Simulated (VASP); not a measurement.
Sn:

```
CELL_PARAMETERS angstrom
-2.91964 2.91964 1.59380
2.91964 -2.91964 1.59380
2.91964 2.91964 -1.59380
ATOMIC_POSITIONS crystal
Sn 0.00000 0.00000 0.00000
Sn 0.75000 0.25000 0.50000
```

| Item | Value |
| --- | --- |
| Program | VASP 6.6.1 |
| Task | relaxation of cell and atoms |
| Functional | PBE |
| Potentials or basis | VASP PAW PBE potentials, release 64 (Sn_d) |
| Cutoff | 500 eV |
| k mesh | 16 × 16 × 16 |
| Occupations | methfessel-paxton, width 0.2 eV |
| Spin | no spin polarisation |

At the start: pressure 2.3 GPa; volume 27.17 Å³/atom.

**Question.** Where does the relaxation end?

**Answer.** Over 5 steps the energy falls by 8.9 meV/atom and the volume is 28.38 Å³/atom (+4.4 %); space group I4_1/amd (No. 141, to 0.05 Å).

Step by step:
```
step  energy change (eV)  largest force (eV/Å)  pressure (GPa)  volume (Å³)
   1              0.0000                0.0000            2.28        54.34
   2             -0.0164                0.0000           -0.55        57.45
   3             -0.0175                0.0000           -0.03        56.80
   4             -0.0177                0.0000           -0.01        56.77
   5             -0.0177                0.0000            0.00        56.75
```

Final structure:
```
Sn
1.0
    -2.97286    2.97286    1.60537
     2.97286   -2.97286    1.60537
     2.97286    2.97286   -1.60537
Sn
2
Direct
  0.00000 0.00000 0.00000
  0.75000 0.25000 0.50000
```
